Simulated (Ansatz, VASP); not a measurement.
# Te in VASP and in Ansatz

Contents of INCAR:

```
  ALGO = Normal
  EDIFF = 1E-6
  ENCUT = 520
  GGA = PE
  ISIF = 2
  ISMEAR = 0
  LASPH = True
  LCHARG = True
  LELF = True
  LREAL = False
  LVHAR = True
  LWAVE = False
  NBANDS = 9
  NELM = 80
  PREC = Accurate
  SIGMA = 0.15
```

KPOINTS

```
k-points
0
Gamma
  15 15 15
```

Contents of POSCAR:

```
Te
1.0
    2.1928805458      1.2660601734      1.8063488016
   -2.1928805458      1.2660601734      1.8063488016
    0.0000000000     -2.5321203468      1.8063488016
Te
1
Direct
    0.5000000000      0.5000000000      0.5000000000
```

Input for Ansatz:

```yaml
crystal:
  lattice:
    - [2.1928805458, 1.2660601734, 1.8063488016]
    - [-2.1928805458, 1.2660601734, 1.8063488016]
    - [0.0, -2.5321203468, 1.8063488016]
  atoms:
    - { symbol: Te, position: [0.5, 0.5, 0.5] }
basis:
  ecutwfc: 420
kpoints:
  mp_grid: { grid: [15, 15, 15] }
hamiltonian:
  xc: pbe
scf:
  occupations: { method: gaussian, width: 0.15 }
output:
  forces: true
  stress: true
  eigenvalues: true
  write_density: true
  write_potential: true
  elf: true
  volumetric_format: npy
```

Alike in both runs: task single point; functional PBE; k mesh 15 × 15 × 15; occupations gaussian, width 0.15 eV; no spin polarisation.

```csv
,VASP,Ansatz
version,VASP 6.6.1,Ansatz 0.2.0
potentials or method,"VASP PAW PBE potentials, release 64 (Te), cutoff 520 eV","scalar-relativistic, plane waves, PAW"
valence electrons in the cell,6,16
```

Ansatz gave:

* gap on the k mesh at the Fermi level (eV): none
* pressure (GPa): 5.2
* traceless stress, the component that is largest in VASP (GPa): 0.05

Q: Estimate VASP's values.

A: gap on the k mesh at the Fermi level (eV): none; pressure (GPa): 5.1; traceless stress, the component that is largest in VASP (GPa): 0.06.

A gap of «none» marks a metal or a gap that the smearing closes. VASP's potentials hold 6 valence electrons a cell and Ansatz's 16, so a difference there can come from the potentials and not from the codes.

Spin-orbit coupling is off throughout.
